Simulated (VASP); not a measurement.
# Ge: single point with PBE

Ge:

```
Ge
1.0
     0.00000    2.82877    2.60247
     2.82877    0.00000    2.60247
     2.82877    2.82877    0.00000
Ge
2
Direct
  0.50000 0.50000 0.50000
  0.75000 0.75000 0.75000
```

This cell differs from its parent crystal: strain +0.000 along x and y, -0.080 along z.

```
Program             : VASP 6.6.1
Task                : single point
Functional          : PBE
Potentials or basis : VASP PAW PBE potentials, release 64 (Ge_d)
Cutoff              : 500 eV
k mesh              : 14 × 14 × 14
Occupations         : gaussian, width 0.15 eV
Spin                : no spin polarisation
```

```yaml
Pressure: 11.0 GPa
Band_gap_on_the_k_mesh: zero (band 14 reaches 6.26 eV, above the bottom of band 15 at 5.77 eV)
```

Stress tensor (GPa, compression positive):
```
 9.39  0.00  0.00
 0.00  9.39  0.00
 0.00  0.00 14.16
```

Levels at points of the mesh, in eV from the Fermi level:
| k point | band 11 | band 12 | band 13 | band 14 | band 15 | band 16 | band 17 | band 18 |
| --- | --- | --- | --- | --- | --- | --- | --- | --- |
| (0.00, 0.00, 0.00) | -13.50 | -0.28 | -0.28 | 0.34 | 0.69 | 2.27 | 2.69 | 2.69 |
| (0.50, 0.00, 0.00) | -11.19 | -8.08 | -1.99 | -1.23 | 0.24 | 3.42 | 4.17 | 7.18 |
| (0.50, 0.50, 0.00) | -8.98 | -8.98 | -3.85 | -3.85 | 0.11 | 0.11 | 10.15 | 10.15 |
| (0.50, 0.00, 0.50) | -9.44 | -9.44 | -3.21 | -3.21 | 0.82 | 0.82 | 9.71 | 9.71 |

Wall time 66 s on 1 thread of Intel(R) Xeon(R) 6975P-C (Granite Rapids), with other jobs on the host, peak memory 0.27 GiB.

Caveat: the cell differs from its parent crystal (strain +0.000 along x and y, -0.080 along z).
